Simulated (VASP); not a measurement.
# Ti3H in VASP: further runs

Ti3H is run at these levels: PBE; tasks: single point.

Program: VASP 6.6.1. These are calculated values, not measurements. Logs are shortened: lines on timing, memory, paths and dates and some standing lists are left out, and cuts for length are marked.

**1. The cell of the first run**

The cell holds a slab with vacuum, 8 atoms: a = 4.604 Å, b = 4.604 Å, c = 22.497 Å, α = 90.00°, β = 90.00°, γ = 120.00°.

**2. Single point, PBE**

INCAR

```
SYSTEM = Ti3H
PREC = Accurate ; ENCUT = 520
EDIFF = 1E-6 ; ISMEAR = 0
SIGMA = 0.1 ; LREAL = .False.
LASPH = .True. ; NELM = 100
ALGO = Normal ; ISIF = 2
LWAVE = .False. ; LCHARG = .False.
LDIPOL = .True. ; IDIPOL = 3
DIPOL = 0.5 0.5 0.331 ; GGA = PE
NBANDS = 47
```

KPOINTS

```
regular mesh
0
Gamma
  6 6 1
  0 0 0
```

POSCAR

```
Ti3H
1.0
    4.6037402164      0.0000000000      0.0000000000
   -2.3018701082      3.9869559799      0.0000000000
    0.0000000000      0.0000000000     22.4968206792
Ti H
6 2
Direct
    0.6666666667      0.3333333333      0.1778029019
    0.3333333333      0.6666666667      0.2195747837
    0.0000000000      0.0000000000      0.2613466656
    0.6666666667      0.3333333333      0.2980472718
    0.3333333333      0.6666666667      0.3304570052
    0.0000000000      0.0000000000      0.3776898434
    0.4185444916      1.0000000000      0.4932617296
    0.5814555084      1.0000000000      0.4932617296
```

Potentials or basis: VASP PAW PBE potentials, release 64 (Ti_sv, H).

Command:

```
$ cat potpaw_PBE.64/Ti_sv/POTCAR potpaw_PBE.64/H/POTCAR > POTCAR
$ mpirun -np 1 vasp_std > vasp.out
```

OUTCAR:

```text
SYSTEM = Ti3H
   PREC = Accurate
   ENCUT = 520
   EDIFF = 1E-6
   ISMEAR = 0
   LREAL = .False.
   LASPH = .True.
   NELM = 100
   ISIF = 2
   GGA = PE

 ion  position               nearest neighbor table
   1  0.667  0.333  0.178-   4 2.71   2 2.82   2 2.82   2 2.82
   2  0.333  0.667  0.220-   5 2.49   1 2.82   1 2.82   3 2.82   1 2.82   3 2.82   3 2.82
   3  0.000  0.000  0.261-   6 2.62   4 2.78   4 2.78   4 2.78   2 2.82   2 2.82   2 2.82
   4  0.667  0.333  0.298-   1 2.71   5 2.76   5 2.76   5 2.76   3 2.78   3 2.78   3 2.78
   5  0.333  0.667  0.330-   2 2.49   4 2.76   4 2.76   4 2.76   6 2.86   6 2.86   6 2.86
   6  0.000  0.000  0.378-   3 2.62   5 2.86   5 2.86   5 2.86
   7  0.419  0.000  0.493-   8 0.75
   8  0.581  0.000  0.493-   7 0.75

  LATTYP: Found a hexagonal cell.
 ALAT       =     4.6037402164
 C/A-ratio  =     4.8866399105

  Lattice vectors:

 A1 = (   4.6037402164,   0.0000000000,   0.0000000000)
 A2 = (  -2.3018701082,   3.9869559799,   0.0000000000)
 A3 = (   0.0000000000,   0.0000000000,  22.4968206792)

Analysis of symmetry for initial positions (statically):
=====================================================================
 Subroutine PRICEL returns:
 Original cell was already a primitive cell.

 Routine SETGRP: Setting up the symmetry group for a
 hexagonal supercell.

 Subroutine GETGRP returns: Found  2 space group operations
 (whereof  2 operations were pure point group operations)
 out of a pool of 24 trial point group operations.

The static configuration has the point symmetry C_1h.

Analysis of symmetry for dynamics (positions and initial velocities):
=====================================================================
 Subroutine PRICEL returns:
 Original cell was already a primitive cell.

 Routine SETGRP: Setting up the symmetry group for a
 hexagonal supercell.

 Subroutine GETGRP returns: Found  2 space group operations
 (whereof  2 operations were pure point group operations)
 out of a pool of 24 trial point group operations.

The dynamic configuration has the point symmetry C_1h.

 Subroutine INISYM returns: Found  2 space group operations
 (whereof  2 operations are pure point group operations),
 and found     1 'primitive' translations

----------------------------------------------------------------------------------------
[... 103 lines left out ...]
   PSTRESS=    0.0 pullay stress
   NELECT =      74.0000    total number of electrons
   NUPDOWN=      -1.0000    fix difference up-down
   EMIN   =  10.00;   EMAX   =-10.00  energy-range for DOS
   EFERMI =   0.00;   METHOD = LEGACY
   ISMEAR =     0;   SIGMA  =   0.10  broadening in eV -4-tet -1-fermi 0-gaus
   EFERMI_NEDOS =   21; number of points for ismear=-14 and -15
   IALGO  =     38    algorithm
   IMIX   =      4    mixing-type and parameters
     AMIX     =   0.40;   BMIX     =  1.00
     AMIX_MAG =   1.60;   BMIX_MAG =  1.00
  volume/ion in A,a.u.               =      51.62       348.32
  Fermi-wavevector in a.u.,A,eV,Ry     =   0.922984  1.744187 11.590801  0.851900
  Thomas-Fermi vector in A             =   2.048571
   LORBIT       =      0    0 simple, 1 ext, 2 COOP (PROOUT), +10 PAW based schemes
   GGA     = PE    functional components
   LHFCALC =     F    Hartree Fock is set to
   AEXX    =    0.0000 exact exchange contribution
   IVDW    =     0    specifies the selected vdW correction
   LEPSILON=     F    determine dielectric tensor
   LRPA    =     F    only Hartree local field effects (RPA)
 non-spin polarized calculation
 Gauss-broadening in eV      SIGMA  =   0.10
  energy-cutoff  :      520.00
  volume of cell :      412.93
 maximum number of plane-waves:     11163
 NGX is ok and might be reduce to    36
   NGX = 17   NGY = 17   NGZ = 83

 dipolmoment           0.000000      0.000000      0.126580 electrons x Angstroem

 number of electron      73.9999981 magnetization

 dipolmoment           0.000000      0.000000     -0.033351 electrons x Angstroem

 Free energy of the ion-electron system (eV)
  ---------------------------------------------------
  ext. energy  EPLUGINS =         0.00000000
  ---------------------------------------------------
  free energy    TOTEN  =       -48.45060925 eV

  energy without entropy =      -48.38294027  energy(sigma->0) =      -48.41677476

 E-fermi :  -0.2229     XC(G=0):  -4.1436

 val. band max:       -0.2476861733   @ k =   0.3333   0.3333   0.0000
 cond. band min:      -0.2140681469   @ k =   0.3333   0.3333   0.0000
 fundamental gap:      0.0336180264
 Fermi energy:        -0.2228754976

 k-point     1 :       0.0000    0.0000    0.0000
  band No.  band energies     occupation
      1     -57.2875      2.00000
      2     -57.2441      2.00000
      3     -56.7013      2.00000
      4     -56.5841      2.00000
      5     -56.5242      2.00000
      6     -56.4310      2.00000
[... 639 lines left out ...]
     46       1.1012      0.00000
     47       1.2140      0.00000

------------------------ aborting loop because EDIFF is reached ----------------------------------------

 vacuum level on the upper side and lower side of the slab       (xc-potential included)        -0.265         0.108

  FORCE on cell =-STRESS in cart. coord.  units (eV):
  Direction    XX          YY          ZZ          XY          YZ          ZX
  --------------------------------------------------------------------------------------
  -------------------------------------------------------------------------------------
  Total       -3.8555658     -3.7897760     -0.5117543      0.0000000      0.0238629      0.0000000
  in kB      -14.9597832    -14.7045157     -1.9856316      0.0000000      0.0925893      0.0000000
  external PRESSURE =     -10.5499769 kB  Pullay stress =       0.0000000 kB

 VOLUME and BASIS-vectors are now :
 -----------------------------------------------------------------------------
  energy-cutoff  :      520.00
  volume of cell :      412.93
      direct lattice vectors                 reciprocal lattice vectors
     4.603740216  0.000000000  0.000000000     0.217214689  0.125408959  0.000000000
    -2.301870108  3.986955980  0.000000000     0.000000000  0.250817918  0.000000000
     0.000000000  0.000000000 22.496820679     0.000000000  0.000000000  0.044450725

 POSITION                                       TOTAL-FORCE (eV/Angst)
 -----------------------------------------------------------------------------------
      2.30187      1.32899      4.00000         0.000000      0.012063      0.137646
     -0.00000      2.65797      4.93973        -0.000000     -0.027246      0.497518
      0.00000      0.00000      5.87947         0.000000     -0.001800     -0.548599
      2.30187      1.32899      6.70512        -0.000000      0.017689     -0.035489
     -0.00000      2.65797      7.43423         0.000000      0.003252     -0.039594
      0.00000      0.00000      8.49682         0.000000     -0.008407     -0.163610
      1.92687      0.00000     11.09682        -0.026497      0.002224      0.076064
      2.67687      0.00000     11.09682         0.026497      0.002224      0.076064
 -----------------------------------------------------------------------------------
    total drift:                               -0.000000     -0.000021      0.000647

  FREE ENERGIE OF THE ION-ELECTRON SYSTEM (eV)
  ---------------------------------------------------
  free  energy   TOTEN  =       -48.4506092479 eV

  energy  without entropy=      -48.3829402681  energy(sigma->0) =      -48.41677476

 vacuum level on the upper side and lower side of the slab         2.844         3.212
```

Run time: 5.5 min. Hardware: 1 thread of Intel Xeon 6975P-C (Granite Rapids), shared host; peak memory 0.56 GiB.

Results:

| Quantity | Value |
| --- | --- |
| Free energy | -48.4506 eV |
| Largest force | 0.549 eV/Å |
| Band gap on the k mesh | zero (band 37 reaches -0.12 eV, above the bottom of band 38 at -0.36 eV) |

Forces in eV/Å, atoms in the order of the input:
```
Ti   0.000  0.012  0.138
Ti   0.000 -0.027  0.498
Ti   0.000 -0.002 -0.549
Ti   0.000  0.018 -0.035
Ti   0.000  0.003 -0.040
Ti   0.000 -0.008 -0.164
H   -0.026  0.002  0.076
H    0.026  0.002  0.076
```

**3. Single point, PBE**

INCAR

```
SYSTEM = Ti3H
PREC     = Accurate       ! precision mode
ENCUT    = 520            ! plane-wave cutoff, eV
EDIFF    = 1E-6           ! SCF threshold, eV
ISMEAR   = 0              ! smearing method
SIGMA    = 0.1            ! smearing width, eV
LREAL    = .False.        ! projectors in reciprocal space
LASPH    = .True.         ! aspherical terms in the spheres
NELM     = 60             ! most SCF steps
ALGO     = Normal         ! electronic algorithm
ISIF     = 2              ! what is computed and relaxed
LWAVE    = .False.        ! write WAVECAR
LCHARG   = .False.        ! write CHGCAR
LDIPOL   = .True.       
IDIPOL   = 3            
DIPOL    = 0.5 0.5 0.343
GGA      = PE             ! functional
NBANDS   = 47             ! bands
```

KPOINTS

```
Automatic mesh
0
Gamma
  6 6 1
  0 0 0
```

POSCAR: that of step 2 with these lines changed.

```diff
@@ -14,3 +14,3 @@
     0.0000000000      0.0000000000      0.3776898434
-    0.4185444916      1.0000000000      0.4932617296
-    0.5814555084      1.0000000000      0.4932617296
+    0.4185444916      1.0000000000      0.5377124551
+    0.5814555084      1.0000000000      0.5377124551
```

Potentials or basis: VASP PAW PBE potentials, release 64 (Ti_sv, H).

Command:

```
$ cat potpaw_PBE.64/Ti_sv/POTCAR potpaw_PBE.64/H/POTCAR > POTCAR
$ mpirun -np 1 vasp_std > vasp.out
```

Wall time 5.6 min (1 thread of Intel Xeon 6975P-C (Granite Rapids), shared host); peak memory 0.56 GiB.

Results (log left out):

```
Free energy            : -48.5209 eV
Largest force          : 0.583 eV/Å
Band gap on the k mesh : zero (band 37 reaches -0.17 eV, above the bottom of band 38 at -0.42 eV)
```

Forces in eV/Å, atoms in the order of the input:
```
Ti   0.000  0.002  0.137
Ti   0.000 -0.004  0.490
Ti   0.000  0.000 -0.583
Ti   0.000  0.002 -0.036
Ti   0.000  0.000  0.004
Ti   0.000 -0.002 -0.032
H    0.002  0.000  0.010
H   -0.002  0.000  0.010
```

Levels at points of the mesh, in eV from the Fermi level:
```
           k point  band 33  band 34  band 35  band 36  band 37  band 38  band 39  band 40  band 41  band 42
(0.00, 0.00, 0.00)    -0.64    -0.45    -0.45    -0.16    -0.16    -0.13     0.04     0.04     0.55     0.65
(0.50, 0.00, 0.00)    -0.64    -0.37    -0.31    -0.26    -0.11     0.05     0.10     0.41     0.62     0.64
(0.00, 0.50, 0.00)    -0.64    -0.37    -0.32    -0.27    -0.11     0.05     0.09     0.41     0.61     0.65
```

**4. Single point, PBE**

INCAR

```
ALGO = Normal
DIPOL = 0.5 0.5 0.311
EDIFF = 1E-7
ENCUT = 520
GGA = PE
IDIPOL = 3
ISIF = 2
ISMEAR = 0
LASPH = True
LCHARG = False
LDIPOL = True
LREAL = False
LWAVE = False
NBANDS = 47
NELM = 100
PREC = Accurate
SIGMA = 0.1
```

KPOINTS

```
k-points
0
Gamma
  6 6 1
```

POSCAR: that of step 3 with these lines changed.

```diff
@@ -14,3 +14,3 @@
     0.0000000000      0.0000000000      0.3776898434
-    0.4185444916      1.0000000000      0.5377124551
-    0.5814555084      1.0000000000      0.5377124551
+    0.4001898503      1.0000000000      0.4119169020
+    0.5998101497      1.0000000000      0.4119169020
```

Command:

```
$ cat potpaw_PBE.64/Ti_sv/POTCAR potpaw_PBE.64/H/POTCAR > POTCAR
$ mpirun -np 1 vasp_std > vasp.out
```

Wall time 5.4 min (1 thread of Intel Xeon 6975P-C (Granite Rapids), shared host); peak memory 0.56 GiB.

It converged, with:

| Quantity | Value |
| --- | --- |
| Free energy | -48.1390 eV |
| Largest force | 1.736 eV/Å |
| Band gap on the k mesh | zero (band 37 reaches -0.13 eV, above the bottom of band 38 at -0.28 eV) |

Forces on the atoms (eV/Å):
```
Ti   0.000 -0.024  0.151
Ti   0.000  0.054  0.279
Ti   0.000 -0.048 -0.738
Ti   0.000  0.041 -0.320
Ti   0.000  0.812  1.535
Ti   0.000  0.012 -0.061
H   -0.095 -0.423 -0.423
H    0.095 -0.423 -0.423
```

Levels at points of the mesh, in eV from the Fermi level:
| k point | band 33 | band 34 | band 35 | band 36 | band 37 | band 38 | band 39 | band 40 | band 41 | band 42 |
| --- | --- | --- | --- | --- | --- | --- | --- | --- | --- | --- |
| (0.00, 0.00, 0.00) | -0.52 | -0.50 | -0.47 | -0.22 | -0.17 | -0.04 | 0.02 | 0.23 | 0.32 | 0.54 |
| (0.50, 0.00, 0.00) | -0.64 | -0.50 | -0.39 | -0.28 | -0.13 | -0.02 | 0.24 | 0.38 | 0.62 | 0.78 |
| (0.00, 0.50, 0.00) | -0.58 | -0.41 | -0.39 | -0.22 | -0.02 | 0.00 | 0.27 | 0.47 | 0.47 | 0.59 |

**5. Single point, PBE**

INCAR

```
SYSTEM = Ti3H
PREC = Accurate ; ENCUT = 520
EDIFF = 1E-7 ; ISMEAR = 0
SIGMA = 0.1 ; LREAL = .FALSE.
LASPH = .TRUE. ; NELM = 80
ALGO = Normal ; ISIF = 2
LWAVE = .FALSE. ; LCHARG = .FALSE.
LDIPOL = .TRUE. ; IDIPOL = 3
DIPOL = 0.5 0.5 0.311 ; GGA = PE
NBANDS = 47
```

KPOINTS

```
Automatic mesh
0
G
  6 6 1
  0 0 0
```

POSCAR: that of step 4 with these lines changed.

```diff
@@ -14,3 +14,3 @@
     0.0000000000      0.0000000000      0.3776898434
-    0.4001898503      1.0000000000      0.4119169020
-    0.5998101497      1.0000000000      0.4119169020
+    0.2991850199      1.0000000000      0.4119169020
+    0.7008149801      1.0000000000      0.4119169020
```

Command:

```
$ cat potpaw_PBE.64/Ti_sv/POTCAR potpaw_PBE.64/H/POTCAR > POTCAR
$ mpirun -np 1 vasp_std > vasp.out
```

Wall time 19 min (1 thread of Intel Xeon Platinum 8488C (Sapphire Rapids), shared host); peak memory 0.56 GiB.

Results (log left out):

```
Free energy            : -47.8290 eV
Largest force          : 2.289 eV/Å
Band gap on the k mesh : zero (band 37 reaches -0.60 eV, above the bottom of band 38 at -0.87 eV)
```

Forces on the atoms (eV/Å):
```
Ti   0.000 -0.036  0.068
Ti   0.000  0.100  0.493
Ti   0.000 -0.132 -1.062
Ti   0.000  0.035 -0.483
Ti   0.000  0.720  1.359
Ti   0.000  0.244 -1.408
H    2.181 -0.465  0.517
H   -2.181 -0.465  0.517
```

Levels at points of the mesh, in eV from the Fermi level:
| k point | band 35 | band 36 | band 37 | band 38 | band 39 | band 40 |
| --- | --- | --- | --- | --- | --- | --- |
| (0.00, 0.00, 0.00) | -0.47 | -0.36 | -0.18 | -0.10 | -0.03 | 0.12 |
| (0.50, 0.00, 0.00) | -0.37 | -0.21 | -0.12 | -0.01 | 0.15 | 0.42 |
| (0.00, 0.50, 0.00) | -0.27 | -0.24 | -0.14 | 0.06 | 0.10 | 0.51 |

**6. Single point, PBE**

INCAR

```
SYSTEM = Ti3H
PREC     = Accurate       ! precision mode
ENCUT    = 520            ! plane-wave cutoff, eV
EDIFF    = 1E-6           ! SCF threshold, eV
ISMEAR   = 0              ! smearing method
SIGMA    = 0.1            ! smearing width, eV
LREAL    = .FALSE.        ! projectors in reciprocal space
LASPH    = .TRUE.         ! aspherical terms in the spheres
NELM     = 60             ! most SCF steps
ALGO     = Normal         ! electronic algorithm
ISIF     = 2              ! what is computed and relaxed
LWAVE    = .FALSE.        ! write WAVECAR
LCHARG   = .TRUE.         ! write CHGCAR
LDIPOL   = .TRUE.       
IDIPOL   = 3            
DIPOL    = 0.5 0.5 0.318
GGA      = PE             ! functional
LELF     = .TRUE.         ! ELF
LVHAR    = .TRUE.       
LVACPOTAV= .TRUE.       
NBANDS   = 47             ! bands
```

KPOINTS

```
regular mesh
0
G
  6 6 1
  0 0 0
```

POSCAR: that of step 5 with these lines changed.

```diff
@@ -14,3 +14,3 @@
     0.0000000000      0.0000000000      0.3776898434
-    0.2991850199      1.0000000000      0.4119169020
-    0.7008149801      1.0000000000      0.4119169020
+    0.2991850199      1.0000000000      0.4403653663
+    0.7008149801      1.0000000000      0.4403653663
```

Potentials or basis: VASP PAW PBE potentials, release 64 (Ti_sv, H).

Command:

```
$ cat potpaw_PBE.64/Ti_sv/POTCAR potpaw_PBE.64/H/POTCAR > POTCAR
$ mpirun -np 1 vasp_std > vasp.out
```

Run time: 14 min. Hardware: 1 thread of Intel Xeon Platinum 8488C (Sapphire Rapids), shared host; peak memory 0.56 GiB.

Results (log left out):

```yaml
Free_energy: -47.1698 eV
Largest_force: 2.116 eV/Å
Band_gap_on_the_k_mesh: zero (band 37 reaches -1.20 eV, above the bottom of band 38 at -1.42 eV)
```

Forces in eV/Å, atoms in the order of the input:
```
Ti   0.000 -0.072  0.075
Ti   0.000  0.078  0.456
Ti   0.000 -0.032 -0.887
Ti   0.000  0.145 -0.687
Ti   0.000  0.211  1.148
Ti   0.000  0.275  2.098
H   -0.331 -0.303 -1.101
H    0.331 -0.303 -1.101
```

Levels at points of the mesh, in eV from the Fermi level:
```csv
k point,band 34,band 35,band 36,band 37,band 38,band 39,band 40,band 41
"(0.00, 0.00, 0.00)",-0.49,-0.36,-0.19,-0.12,-0.09,-0.06,0.11,0.22
"(0.50, 0.00, 0.00)",-0.48,-0.39,-0.21,-0.15,-0.03,0.10,0.41,0.53
"(0.00, 0.50, 0.00)",-0.41,-0.23,-0.17,-0.05,-0.01,0.09,0.37,0.44
```
